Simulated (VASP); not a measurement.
Crystal: TaO.

```xyz
2
Lattice="2.5200 0.0000 0.0000 0.0000 2.5200 0.0000 0.0000 0.0000 3.4020" Properties=species:S:1:pos:R:3 pbc="T T T"
Ta    0.0000    0.0000    0.0000
O     1.2600    1.2600    1.7010
```

* Program: VASP 6.6.1
* Task: relaxation of cell and atoms
* Functional: r2SCAN
* Potentials or basis: VASP PAW PBE potentials, release 64 (Ta_pv, O)
* Cutoff: 600 eV
* k mesh: 7 × 7 × 5
* Occupations: gaussian, width 0.1 eV
* Spin: no spin polarisation

At the start: pressure 18.6 GPa; volume 10.80 Å³/atom.

Problem. Where does the relaxation end?

Solution. Over 11 steps the energy falls by 430.1 meV/atom and the volume is 11.20 Å³/atom (+3.7 %); space group P4/mmm (No. 123, to 0.05 Å).

The path:
| step | energy change (eV) | largest force (eV/Å) | pressure (GPa) | volume (Å³) |
| --- | --- | --- | --- | --- |
| 1 | 0.0000 | 0.0000 | 18.59 | 21.60 |
| 2 | -0.3451 | 0.0000 | -21.33 | 25.62 |
| 3 | -0.3876 | 0.0000 | -14.78 | 24.65 |
| 4 | -0.7676 | 0.0000 | -9.76 | 23.59 |
| 5 | -0.8434 | 0.0000 | -5.26 | 22.95 |
| 6 | -0.8360 | 0.0000 | -7.00 | 23.21 |
| 7 | -0.8469 | 0.0000 | -6.07 | 23.07 |
| 8 | -0.8295 | 0.0000 | 7.36 | 21.77 |
| 9 | -0.8575 | 0.0000 | -1.53 | 22.57 |
| 10 | -0.8595 | 0.0000 | 0.76 | 22.31 |
| 11 | -0.8602 | 0.0000 | -0.09 | 22.40 |

Final structure:
```xyz
2
Lattice="2.8660 0.0000 0.0000 0.0000 2.8660 0.0000 0.0000 0.0000 2.7268" Properties=species:S:1:pos:R:3 pbc="T T T"
Ta    0.0000    0.0000    0.0000
O     1.4330    1.4330    1.3634
```

Caveat: the k points lie up to 0.46 Å⁻¹ apart in the final cell; the PAW data sets were made with another functional, which shifts forces and pressure a little; an odd number of electrons without spin polarisation forces a metal; a magnetic or distorted state may lie lower.
